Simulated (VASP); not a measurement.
Write the native input for VASP 6.6.1 that does the following.

```yaml
Task: single point
Functional: PBE
Potentials_or_basis: VASP PAW PBE potentials, release 64 (Sc_sv, Al, P)
Cutoff: 520 eV
k_mesh: 8 × 8 × 8
Occupations: gaussian, width 0.1 eV
Spin: no spin polarisation
Dipole_correction: no
Further_INCAR_settings: ALGO = Normal; EDIFF = 1e-06; NBANDS = 24
```

The structure of ScAl3P2 lies in POSCAR:

```
ScAl3P2
1.0
    4.8839283264      0.0000000000      0.0000000000
    0.0000000000      4.8839283264      0.0000000000
    0.0000000000      0.0000000000      5.2266232507
Sc Al P
1 3 2
Direct
    0.0000000000      0.0000000000      0.0000000000
    0.5000000000      0.0000000000      0.5000000000
    0.0000000000      0.5000000000      0.5000000000
    0.0000000000      0.0000000000      0.5000000000
    0.5000000000      0.5000000000      0.2102325815
    0.5000000000      0.5000000000      0.7897674185
```

The cell was built from a structure type or drawn by symmetry, and may not be a known phase.

These files were run (other wordings do the same):

INCAR

```
SYSTEM = ScAl3P2
  ALGO = Normal
  EDIFF = 1E-6
  ENCUT = 520
  GGA = PE
  ISIF = 2
  ISMEAR = 0
  LASPH = .TRUE.
  LCHARG = .FALSE.
  LREAL = .FALSE.
  LWAVE = .FALSE.
  NBANDS = 24
  NELM = 60
  PREC = Accurate
  SIGMA = 0.1
```

KPOINTS

```
k-points
0
G
  8 8 8
  0 0 0
```

Potentials or basis: VASP PAW PBE potentials, release 64 (Sc_sv, Al, P).

Run with:

```bash
$ cat potpaw_PBE.64/Sc_sv/POTCAR potpaw_PBE.64/Al/POTCAR potpaw_PBE.64/P/POTCAR > POTCAR
$ mpirun -np 1 vasp_std > vasp.out
```

Results of the run:

| Property | Result |
| --- | --- |
| Pressure | 0.0 GPa |
| Largest force | 0.036 eV/Å |
| Band gap on the k mesh | zero (bands 15 and 16 overlap by 1.68 eV) |

Wall time 110 s on 1 thread of AMD EPYC 9R45 96-Core Processor (Zen 5) (shared host), peak memory 0.32 GiB.
